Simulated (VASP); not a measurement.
# AlP (F-43m) in VASP: further runs

The runs below take AlP through single point, relaxation of cell and atoms, with PBE.

Everything below comes from runs of VASP 6.6.1. Logs are shortened: lines on timing, memory, paths and dates and some standing lists are left out, and cuts for length are marked.

### Step 1. The cell of the first run

Symmetry: F-43m, No. 216, cubic system. The conventional cell has a = 5.507 Å, b = 5.507 Å, c = 5.507 Å, α = 90.00°, β = 90.00°, γ = 90.00°. Within 3.2 Å of Al (site symmetry -43m) lie 4 P at 2.38 Å. Within 3.2 Å of P (site symmetry -43m) lie 4 Al at 2.38 Å.

### Step 2. Single point, PBE

INCAR reads:

```
ALGO     = Normal         # electronic algorithm
EDIFF    = 1E-6           # SCF threshold, eV
ENCUT    = 500            # plane-wave cutoff, eV
GGA      = PE             # functional
GGA_COMPAT= False        
ISIF     = 2              # what is computed and relaxed
ISMEAR   = 0              # smearing method
LASPH    = True           # aspherical terms in the spheres
LCHARG   = True           # write CHGCAR
LELF     = True           # ELF
LREAL    = False          # projectors in reciprocal space
LVHAR    = True         
LWAVE    = False          # write WAVECAR
NBANDS   = 11             # bands
NELM     = 120            # most SCF steps
PREC     = Accurate       # precision mode
SIGMA    = 0.02           # smearing width, eV
```

KPOINTS reads:

```
k-points
0
Gamma
  8 8 8
```

POSCAR reads:

```
AlP
1.0
    0.0000000000      2.7535941969      2.7535941969
    2.7535941969      0.0000000000      2.7535941969
    2.7535941969      2.7535941969      0.0000000000
Al P
1 1
Direct
    0.0000000000      0.0000000000      0.0000000000
    0.7500000000      0.7500000000      0.7500000000
```

Potentials or basis: VASP PAW PBE potentials, release 64 (Al, P).

Launch:

```
> cat potpaw_PBE.64/Al/POTCAR potpaw_PBE.64/P/POTCAR > POTCAR
> mpirun -np 1 vasp_std > vasp.out
```

OUTCAR:

```text
EDIFF = 1E-6
   ENCUT = 500
   GGA = PE
   ISIF = 2
   ISMEAR = 0
   LASPH = True
   LREAL = False
   NELM = 120
   PREC = Accurate

 ion  position               nearest neighbor table
   1  0.000  0.000  0.000-   2 2.38   2 2.38   2 2.38   2 2.38
   2  0.750  0.750  0.750-   1 2.38   1 2.38   1 2.38   1 2.38

  LATTYP: Found a face centered cubic cell.
 ALAT       =     5.5071883938

  Lattice vectors:

 A1 = (   0.0000000000,   2.7535941969,   2.7535941969)
 A2 = (   2.7535941969,   0.0000000000,   2.7535941969)
 A3 = (   2.7535941969,   2.7535941969,   0.0000000000)

Analysis of symmetry for initial positions (statically):
=====================================================================
 Subroutine PRICEL returns:
 Original cell was already a primitive cell.

 Routine SETGRP: Setting up the symmetry group for a
 face centered cubic supercell.

 Subroutine GETGRP returns: Found 24 space group operations
 (whereof 24 operations were pure point group operations)
 out of a pool of 48 trial point group operations.

The static configuration has the point symmetry T_d .

Analysis of symmetry for dynamics (positions and initial velocities):
=====================================================================
 Subroutine PRICEL returns:
 Original cell was already a primitive cell.

 Routine SETGRP: Setting up the symmetry group for a
 face centered cubic supercell.

 Subroutine GETGRP returns: Found 24 space group operations
 (whereof 24 operations were pure point group operations)
 out of a pool of 48 trial point group operations.

The dynamic configuration has the point symmetry T_d .

 Subroutine INISYM returns: Found 24 space group operations
 (whereof 24 operations are pure point group operations),
 and found     1 'primitive' translations

----------------------------------------------------------------------------------------

                                     Primitive cell

  volume of cell :      41.7570

  direct lattice vectors                    reciprocal lattice vectors
     0.000000000  2.753594197  2.753594197    -0.181580859  0.181580859  0.181580859
     2.753594197  0.000000000  2.753594197     0.181580859 -0.181580859  0.181580859
     2.753594197  2.753594197  0.000000000     0.181580859  0.181580859 -0.181580859

  length of vectors
     3.894170259  3.894170259  3.894170259     0.314507274  0.314507274  0.314507274

  position of ions in fractional coordinates (direct lattice)
     0.000000000  0.000000000  0.000000000
     0.750000000  0.750000000  0.750000000

  ion indices of the primitive-cell ions
   primitive index   ion index
                 1           1
                 2           2

----------------------------------------------------------------------------------------

 KPOINTS: k-points

Automatic generation of k-mesh.
 Grid dimensions read from file:
 generate k-points for:    8    8    8

 Generating k-lattice:

  Cartesian coordinates                     Fractional coordinates (reciprocal lattice)
    -0.022697607  0.022697607  0.022697607     0.125000000  0.000000000  0.000000000
     0.022697607 -0.022697607  0.022697607     0.000000000  0.125000000  0.000000000
     0.022697607  0.022697607 -0.022697607     0.000000000  0.000000000  0.125000000

  Length of vectors
     0.039313409  0.039313409  0.039313409

  Shift w.r.t. Gamma in fractional coordinates (k-lattice)
     0.000000000  0.000000000  0.000000000

 Subroutine IBZKPT returns following result:
 ===========================================

 Found     29 irreducible k-points:

 Following reciprocal coordinates:
            Coordinates               Weight
  0.000000  0.000000  0.000000      1.000000
  0.125000  0.000000  0.000000      8.000000
  0.250000  0.000000  0.000000      8.000000
  0.375000  0.000000  0.000000      8.000000
  0.500000  0.000000  0.000000      4.000000
  0.125000  0.125000  0.000000      6.000000
[... 16 lines left out ...]
  0.500000  0.250000  0.125000     48.000000
 -0.375000  0.250000  0.125000     24.000000
 [... further k-points ...]
   k-points           NKPTS =     29   k-points in BZ     NKDIM =     29   number of bands    NBANDS=     11
   number of dos      NEDOS =    301   number of ions     NIONS =      2
   total plane-waves  NPLWV =  21952
   dimension x,y,z NGX =    28 NGY =   28 NGZ =   28
   dimension x,y,z NGXF=    56 NGYF=   56 NGZF=   56
   ions per type =               1   1
   NGX,Y,Z   is equivalent  to a cutoff of  11.95, 11.95, 11.95 a.u.
   NGXF,Y,Z  is equivalent  to a cutoff of  23.91, 23.91, 23.91 a.u.
 SYSTEM =  unknown system
   PREC   = accura    normal or accurate (medium, high low for compatibility)
   ISTART =      0    job   : 0-new  1-cont  2-samecut
   ICHARG =      2    charge: 1-file 2-atom 10-const
   ISPIN  =      1    spin polarized calculation?
   LNONCOLLINEAR =      F non collinear calculations
   LSORBIT =      F    spin-orbit coupling
   LASPH  =      T    aspherical Exc in radial PAW
   ENCUT  =  500.0 eV  36.75 Ry    6.06 a.u.   7.10  7.10  7.10*2*pi/ulx,y,z
   NELM   =    120;   NELMIN=  2; NELMDL= -5     # of ELM steps
   EDIFF  = 0.1E-05   stopping-criterion for ELM
   LREAL  =      F    real-space projection
   EDIFFG = 0.1E-04   stopping-criterion for IOM
   NSW    =      0    number of steps for IOM
   IBRION =     -1    ionic relax: 0-MD 1-quasi-New 2-CG
   NFREE  =      0    steps in history (QN), initial steepest desc. (CG)
   ISIF   =      2    stress and relaxation
   ISYM   =      2    0-nonsym 1-usesym 2-fastsym
   POTIM  = 0.5000    time-step for ionic-motion
   TEBEG  =    0.0;   TEEND  =   0.0 temperature during run
   PSTRESS=    0.0 pullay stress
   NELECT =       8.0000    total number of electrons
   NUPDOWN=      -1.0000    fix difference up-down
   EMIN   =  10.00;   EMAX   =-10.00  energy-range for DOS
   EFERMI =   0.00;   METHOD = LEGACY
   ISMEAR =     0;   SIGMA  =   0.02  broadening in eV -4-tet -1-fermi 0-gaus
   EFERMI_NEDOS =   21; number of points for ismear=-14 and -15
   IALGO  =     38    algorithm
   IMIX   =      4    mixing-type and parameters
     AMIX     =   0.40;   BMIX     =  1.00
     AMIX_MAG =   1.60;   BMIX_MAG =  1.00
  volume/ion in A,a.u.               =      20.88       140.90
  Fermi-wavevector in a.u.,A,eV,Ry     =   0.943760  1.783448 12.118477  0.890683
  Thomas-Fermi vector in A             =   2.071499
   LORBIT       =      0    0 simple, 1 ext, 2 COOP (PROOUT), +10 PAW based schemes
   GGA     = PE    functional components
   LHFCALC =     F    Hartree Fock is set to
   AEXX    =    0.0000 exact exchange contribution
   IVDW    =     0    specifies the selected vdW correction
   LEPSILON=     F    determine dielectric tensor
   LRPA    =     F    only Hartree local field effects (RPA)
 non-spin polarized calculation
 Gauss-broadening in eV      SIGMA  =   0.02
  energy-cutoff  :      500.00
  volume of cell :       41.76
 maximum number of plane-waves:      1069
   NGX = 15   NGY = 15   NGZ = 15

 number of electron       8.0000001 magnetization

 Free energy of the ion-electron system (eV)
  ---------------------------------------------------
  ext. energy  EPLUGINS =         0.00000000
  ---------------------------------------------------
  free energy    TOTEN  =       -10.37677606 eV

  energy without entropy =      -10.37677606  energy(sigma->0) =      -10.37677606

 E-fermi :   4.4629     XC(G=0):  -9.1089

 val. band max:        4.3467372792   @ k =   0.0000   0.0000   0.0000
 cond. band min:       5.9761934609   @ k =   0.5000   0.5000   0.0000
 fundamental gap:      1.6294561818
 Fermi energy:         4.4628564808

 k-point     1 :       0.0000    0.0000    0.0000
  band No.  band energies     occupation
      1      -7.0124      2.00000
      2       4.3467      2.00000
      3       4.3467      2.00000
      4       4.3467      2.00000
      5       7.4326      0.00000
      6       8.8720      0.00000
      7       8.8720      0.00000
      8       8.8720      0.00000
      9      13.1519      0.00000
     10      13.1519      0.00000
     11      14.4589      0.00000

 k-point     2 :       0.1250    0.0000    0.0000
  band No.  band energies     occupation
      1      -6.8451      2.00000
      2       3.1316      2.00000
      3       4.2021      2.00000
      4       4.2021      2.00000
      5       7.9056      0.00000
      6       9.1487      0.00000
      7       9.1487      0.00000
      8       9.3365      0.00000
      9      12.6733      0.00000
     10      12.6733      0.00000
     11      15.1100      0.00000

 k-point     3 :       0.2500    0.0000    0.0000
  band No.  band energies     occupation
      1      -6.3754      2.00000
      2       1.2192      2.00000
      3       3.9139      2.00000
      4       3.9139      2.00000
      5       7.5697      0.00000
      6       9.4588      0.00000
      7       9.4588      0.00000
      8      11.1180      0.00000
      9      12.6434      0.00000
     10      12.6434      0.00000
     11      14.6211      0.00000

 k-point     4 :       0.3750    0.0000    0.0000
  band No.  band energies     occupation
      1      -5.7482      2.00000
      2      -0.3796      2.00000
      3       3.6826      2.00000
      4       3.6826      2.00000
      5       7.1999      0.00000
      6       9.2927      0.00000
      7       9.2927      0.00000
      8      12.4076      0.00000
      9      13.9955      0.00000
     10      13.9955      0.00000
     11      14.8171      0.00000

 k-point     5 :       0.5000    0.0000    0.0000
  band No.  band energies     occupation
      1      -5.3964      2.00000
      2      -1.0672      2.00000
      3       3.5985      2.00000
      4       3.5985      2.00000
      5       7.0653      0.00000
      6       9.1586      0.00000
      7       9.1586      0.00000
      8      12.5491      0.00000
      9      15.7957      0.00000
     10      15.7957      0.00000
     11      15.9716      0.00000
[... 211 lines left out ...]
 k-point    21 :       0.5000    0.5000    0.0000
  band No.  band energies     occupation
      1      -4.7593      2.00000
      2      -0.8745      2.00000
      3       2.2970      2.00000
      4       2.2970      2.00000
      5       5.9762      0.00000
      6       6.8216      0.00000
      7      15.1970      0.00000
      8      15.1970      0.00000
      9      16.1259      0.00000
     10      16.3347      0.00000
     11      16.3347      0.00000

 k-point    22 :       0.3750    0.2500    0.1250
  band No.  band energies     occupation
      1      -5.9785      2.00000
      2       0.8865      2.00000
      3       2.5035      2.00000
      4       3.4547      2.00000
      5       8.1775      0.00000
      6       9.0810      0.00000
      7       9.7659      0.00000
      8      11.0737      0.00000
      9      12.6028      0.00000
     10      15.0171      0.00000
     11      17.0780      0.00000

 k-point    23 :       0.5000    0.2500    0.1250
  band No.  band energies     occupation
      1      -5.4056      2.00000
      2      -0.1903      2.00000
      3       1.9470      2.00000
      4       3.0843      2.00000
      5       8.2721      0.00000
      6       9.0950      0.00000
      7      10.3169      0.00000
      8      11.3793      0.00000
      9      13.7144      0.00000
     10      15.5437      0.00000
     11      17.0397      0.00000

 k-point    24 :      -0.3750    0.2500    0.1250
  band No.  band energies     occupation
      1      -5.0951      2.00000
      2      -0.7271      2.00000
      3       1.8118      2.00000
      4       2.9036      2.00000
      5       8.2660      0.00000
      6       8.8436      0.00000
      7      11.1523      0.00000
      8      11.9673      0.00000
      9      13.2308      0.00000
     10      15.7018      0.00000
     11      16.9075      0.00000

 [... further k-points ...]

------------------------ aborting loop because EDIFF is reached ----------------------------------------

  FORCE on cell =-STRESS in cart. coord.  units (eV):
  Direction    XX          YY          ZZ          XY          YZ          ZX
  --------------------------------------------------------------------------------------
  -------------------------------------------------------------------------------------
  Total       -0.0169868     -0.0169868     -0.0169868      0.0000000      0.0000000     -0.0000000
  in kB       -0.6517681     -0.6517681     -0.6517681      0.0000000      0.0000000     -0.0000000
  external PRESSURE =      -0.6517681 kB  Pullay stress =       0.0000000 kB

 VOLUME and BASIS-vectors are now :
 -----------------------------------------------------------------------------
  energy-cutoff  :      500.00
  volume of cell :       41.76
      direct lattice vectors                 reciprocal lattice vectors
     0.000000000  2.753594197  2.753594197    -0.181580859  0.181580859  0.181580859
     2.753594197  0.000000000  2.753594197     0.181580859 -0.181580859  0.181580859
     2.753594197  2.753594197  0.000000000     0.181580859  0.181580859 -0.181580859

 POSITION                                       TOTAL-FORCE (eV/Angst)
 -----------------------------------------------------------------------------------
      0.00000      0.00000      0.00000        -0.000000     -0.000000      0.000000
      4.13039      4.13039      4.13039         0.000000      0.000000     -0.000000
 -----------------------------------------------------------------------------------
    total drift:                                0.000000      0.000000      0.000000

  FREE ENERGIE OF THE ION-ELECTRON SYSTEM (eV)
  ---------------------------------------------------
  free  energy   TOTEN  =       -10.3767760609 eV

  energy  without entropy=      -10.3767760609  energy(sigma->0) =      -10.37677606
```

Wall time 18 s (1 thread of Intel Xeon Platinum 8375C at 2.90GHz (Ice Lake), shared host); peak memory 0.15 GiB.

Results:

```yaml
Free_energy: -10.3768 eV
Pressure: -0.1 GPa
Band_gap_on_the_k_mesh: 1.63 eV (least direct gap 3.09 eV)
```

(Continued in part 2 of 2.)
